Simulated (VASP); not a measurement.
# Pt (P6_3/mmc) in VASP: a series of runs, part 2 of 2

VASP 6.6.1.

**5. Relaxation of cell and atoms, LDA**

This run uses another cell than the first one, of 15.81 Å³/atom, 1.065 times its volume.

The input, INCAR:

```
  ALGO = Normal
  EDIFF = 1E-7
  EDIFFG = -0.005
  ENCUT = 600
  GGA = CA
  IBRION = 2
  ISIF = 3
  ISMEAR = 1
  LASPH = True
  LCHARG = False
  LREAL = False
  LWAVE = False
  NELM = 100
  NSW = 80
  PREC = Accurate
  SIGMA = 0.1
```

The input, KPOINTS:

```
k-points
0
Gamma
  11 11 6
```

The input, POSCAR:

```
Pt
1.0
    2.7606656200      0.0000000000      0.0000000000
   -1.3803328100      2.3908065583      0.0000000000
    0.0000000000      0.0000000000      4.7921340000
Pt
2
Direct
    0.6666666667      0.3333333333      0.7500000000
    0.3333333333      0.6666666667      0.2500000000
```

Potentials or basis: VASP PAW LDA potentials, release 64 (Pt).

Launch:

```console
> cat potpaw_LDA.64/Pt/POTCAR > POTCAR
> mpirun -np 1 vasp_std > vasp.out
```

Wall time 75 s (1 thread of Intel Xeon Platinum 8375C at 2.90GHz (Ice Lake), shared host); peak memory 0.17 GiB.

The run converged. Its results:

| Quantity | Value |
| --- | --- |
| Free energy | -14.8667 eV |
| Relaxed volume | 14.90 Å³/atom |
| Relaxed cell | a = 2.716 Å, b = 2.716 Å, c = 4.663 Å, α = 90.00°, β = 90.00°, γ = 120.00° |
| Space group after relaxing (to 0.05 Å) | P6_3/mmc (No. 194) |
| Energy gained by relaxing | 46.3 meV/atom |
| Ionic steps | 9 |
| Pressure after relaxing | 0.0 GPa |
| Band gap on the k mesh | zero (band 10 reaches 11.77 eV, above the bottom of band 11 at 10.48 eV) |

Step by step:
```csv
step,energy change (eV),largest force (eV/Å),pressure (GPa),volume (Å³)
1,0.0000,0.0000,-15.11,31.63
2,0.8276,0.0000,76.96,25.28
3,-0.0903,0.0000,-1.11,29.93
4,-0.0907,0.0000,-0.27,29.85
5,-0.0907,0.0000,0.08,29.82
6,-0.0926,0.0000,0.15,29.78
7,-0.0926,0.0000,0.14,29.78
8,-0.0926,0.0000,-0.35,29.83
9,-0.0926,0.0000,0.00,29.79
```

Final structure:
```yaml
crystal:
  lattice:
    - [2.71615, 0.00000, 0.00000]
    - [-1.35807, 2.35225, 0.00000]
    - [0.00000, 0.00000, 4.66285]
  atoms:
    - { symbol: Pt, position: [0.66667, 0.33333, 0.75000] }
    - { symbol: Pt, position: [0.33333, 0.66667, 0.25000] }
```

Levels at points of the mesh, in eV from the Fermi level:
```
           k point  band 6  band 7  band 8  band 9  band 10  band 11  band 12  band 13  band 14
(0.00, 0.00, 0.00)   -3.35   -3.35   -2.06   -2.06    -0.91    -0.24    -0.24     5.20    14.94
(0.00, 0.00, 0.50)   -3.77   -3.77   -3.77   -0.88    -0.88    -0.88    -0.88    12.55    12.55
```

Caveat: spin-orbit coupling is left out, which moves the levels of the heavy elements.

**6. Relaxation of cell and atoms, BLYP+D3(BJ)**

This run uses another cell than the first one, of 15.81 Å³/atom, 1.065 times its volume.

The input, INCAR:

```
AGGAC = 1.0
AGGAX = 1.0
ALDAC = 0.0
ALDAX = 1.0
ALGO = Normal
EDIFF = 1E-6
EDIFFG = -0.005
ENCUT = 600
GGA = B5
IBRION = 2
ISIF = 3
ISMEAR = 1
IVDW = 12
LASPH = True
LCHARG = False
LREAL = False
LWAVE = False
NELM = 100
NSW = 80
PREC = Accurate
SIGMA = 0.1
VDW_A1 = 0.4298
VDW_A2 = 4.2359
VDW_S6 = 1.0
VDW_S8 = 2.6996
```

KPOINTS is that of step 5.

POSCAR is that of step 5.

Potentials or basis: VASP PAW PBE potentials, release 64 (Pt).

Launch:

```console
> cat potpaw_PBE.64/Pt/POTCAR > POTCAR
> mpirun -np 1 vasp_std > vasp.out
```

Wall time 74 s (1 thread of Intel Xeon Platinum 8375C at 2.90GHz (Ice Lake), shared host); peak memory 0.19 GiB.

The run converged. Its results:

```yaml
Free_energy: -13.2672 eV
Relaxed_volume: 15.56 Å³/atom
Relaxed_cell: a = 2.752 Å, b = 2.752 Å, c = 4.747 Å, α = 90.00°, β = 90.00°, γ = 120.00°
Space_group_after_relaxing_to_0.05_Å: P6_3/mmc (No. 194)
Energy_gained_by_relaxing: 3.1 meV/atom
Ionic_steps: 5
Pressure_after_relaxing: 0.0 GPa
Band_gap_on_the_k_mesh: zero (band 10 reaches 11.62 eV, above the bottom of band 11 at 10.40 eV)
Dispersion_energy_per_atom: -1.757 eV
```

The path:
| step | energy change (eV) | largest force (eV/Å) | pressure (GPa) | volume (Å³) |
| --- | --- | --- | --- | --- |
| 1 | 0.0000 | 0.0000 | -3.73 | 31.63 |
| 2 | 0.0315 | 0.0000 | 10.81 | 29.97 |
| 3 | -0.0058 | 0.0000 | 0.02 | 31.15 |
| 4 | -0.0058 | 0.0000 | 0.09 | 31.14 |
| 5 | -0.0062 | 0.0000 | 0.04 | 31.13 |

Final structure:
```
Pt
1.0
     2.75173    0.00000    0.00000
    -1.37586    2.38307    0.00000
     0.00000    0.00000    4.74672
Pt
2
Direct
  0.66667 0.33333 0.75000
  0.33333 0.66667 0.25000
```

Levels at points of the mesh, in eV from the Fermi level:
| k point | band 6 | band 7 | band 8 | band 9 | band 10 | band 11 | band 12 | band 13 | band 14 |
| --- | --- | --- | --- | --- | --- | --- | --- | --- | --- |
| (0.00, 0.00, 0.00) | -3.13 | -3.13 | -1.90 | -1.90 | -0.45 | -0.23 | -0.23 | 4.88 | 15.41 |
| (0.00, 0.00, 0.50) | -3.51 | -3.51 | -3.51 | -0.83 | -0.83 | -0.83 | -0.83 | 12.36 | 12.36 |

Caveat: the PAW data sets were made with another functional, which shifts forces and pressure a little; spin-orbit coupling is left out, which moves the levels of the heavy elements; pairwise dispersion overbinds metals, which lowers pressure and volume.

**7. Relaxation of cell and atoms, r2SCAN+D4**

This run uses another cell than the first one, of 15.81 Å³/atom, 1.065 times its volume.

POSCAR is that of step 6.

The input, INCAR.step1:

```
PREC = Accurate
ENCUT = 600
ISMEAR = 1
SIGMA = 0.1
LREAL = F
LASPH = T
NELM = 100
GGA = PE
ALGO = Normal
EDIFF = 1E-4
LWAVE = T
LCHARG = F
```

The input, INCAR.step2:

```
PREC = Accurate
ENCUT = 600
EDIFF = 1E-6
ISMEAR = 1
SIGMA = 0.1
LREAL = F
LASPH = T
NELM = 100
ALGO = Normal
ISIF = 3
LWAVE = F
LCHARG = F
METAGGA = R2SCAN
LMIXTAU = T
IVDW = 13
VDW_S6 = 1.0
VDW_S8 = 0.6018749
VDW_A1 = 0.51559235
VDW_A2 = 5.77342911
IBRION = 2
NSW = 80
EDIFFG = -0.005
ISTART = 1
```

The input, KPOINTS:

```
regular mesh
0
Gamma
  11 11 6
```

Launch:

```console
> cat potpaw_PBE.64/Pt/POTCAR > POTCAR
> cp INCAR.step1 INCAR
> mpirun -np 1 vasp_std > vasp.out
> cp INCAR.step2 INCAR
> mpirun -np 1 vasp_std > vasp.out
```

It took 6.5 min on 1 thread of Intel Xeon Platinum 8375C at 2.90GHz (Ice Lake), shared host; peak memory 0.19 GiB.

It converged, with:

```yaml
Free_energy: -103.3648 eV
Relaxed_volume: 15.33 Å³/atom
Relaxed_cell: a = 2.733 Å, b = 2.733 Å, c = 4.739 Å, α = 90.00°, β = 90.00°, γ = 120.00°
Space_group_after_relaxing_to_0.05_Å: P6_3/mmc (No. 194)
Energy_gained_by_relaxing: 12.2 meV/atom
Ionic_steps: 10
Pressure_after_relaxing: 0.0 GPa
Band_gap_on_the_k_mesh: zero (band 10 reaches 11.11 eV, above the bottom of band 11 at 9.77 eV)
Dispersion_energy_per_atom: -0.252 eV
```

The path:
```csv
step,energy change (eV),largest force (eV/Å),pressure (GPa),volume (Å³)
1,0.0000,0.0000,-7.82,31.63
2,0.1788,0.0000,28.87,28.23
3,-0.0242,0.0000,-0.26,30.70
4,-0.0242,0.0000,-0.06,30.68
5,-0.0242,0.0000,0.06,30.66
6,-0.0244,0.0000,0.13,30.65
7,-0.0244,0.0000,0.14,30.65
8,-0.0244,0.0000,0.13,30.65
9,-0.0243,0.0000,-0.29,30.70
10,-0.0244,0.0000,0.02,30.66
```

Final structure:
```
Pt
1.0
     2.73344    0.00000    0.00000
    -1.36672    2.36723    0.00000
     0.00000    0.00000    4.73864
Pt
2
Direct
  0.66667 0.33333 0.75000
  0.33333 0.66667 0.25000
```

Levels at points of the mesh, in eV from the Fermi level:
```tsv
k point	band 7	band 8	band 9	band 10	band 11	band 12	band 13	band 14
(0.00, 0.00, 0.00)	-3.31	-2.01	-2.01	-0.65	-0.28	-0.28	5.16	16.03
(0.00, 0.00, 0.50)	-3.70	-3.70	-0.90	-0.90	-0.90	-0.90	12.82	12.82
```

Caveat: the PAW data sets were made with another functional, which shifts forces and pressure a little; spin-orbit coupling is left out, which moves the levels of the heavy elements; pairwise dispersion overbinds metals, which lowers pressure and volume.

**8. The runs side by side**

| task | level | potentials or basis | cell | cutoff (eV) | gap on the mesh (eV) | pressure (GPa) | relaxed volume (Å³/atom) |
| --- | --- | --- | --- | --- | --- | --- | --- |
| single point | LDA | VASP PAW LDA potentials, release 64 (Pt) | a = 2.713, b = 2.713, c = 4.660 Å, angles 90.0, 90.0, 120.0°, 2 atoms | 520 | none | 0.8 | - |
| single point | BLYP+D3(BJ) | VASP PAW PBE potentials, release 64 (Pt) | a = 2.746, b = 2.746, c = 4.742 Å, angles 90.0, 90.0, 120.0°, 2 atoms | 520 | none | 1.4 | - |
| single point | r2SCAN+D4 | VASP PAW PBE potentials, release 64 (Pt) | a = 2.731, b = 2.731, c = 4.735 Å, angles 90.0, 90.0, 120.0°, 2 atoms | 520 | none | 0.7 | - |
| relaxation of cell and atoms | LDA | VASP PAW LDA potentials, release 64 (Pt) | relaxed from a = 2.761, b = 2.761, c = 4.792 Å, angles 90.0, 90.0, 120.0°, 2 atoms | 600 | none | 0.0 | 14.90 |
| relaxation of cell and atoms | BLYP+D3(BJ) | VASP PAW PBE potentials, release 64 (Pt) | relaxed from a = 2.761, b = 2.761, c = 4.792 Å, angles 90.0, 90.0, 120.0°, 2 atoms | 600 | none | 0.0 | 15.56 |
| relaxation of cell and atoms | r2SCAN+D4 | VASP PAW PBE potentials, release 64 (Pt) | relaxed from a = 2.761, b = 2.761, c = 4.792 Å, angles 90.0, 90.0, 120.0°, 2 atoms | 600 | none | 0.0 | 15.33 |

Alike in all rows: no spin polarisation; k mesh 11 × 11 × 6; smearing methfessel-paxton 0.1 eV.

Caveats: spin-orbit coupling is left out, which moves the levels of the heavy elements; the PAW data sets were made with another functional, which shifts forces and pressure a little (some runs); pairwise dispersion overbinds metals, which lowers pressure and volume (some runs).

Total energies depend on the potentials used, so only differences within one code and one set of settings carry meaning.
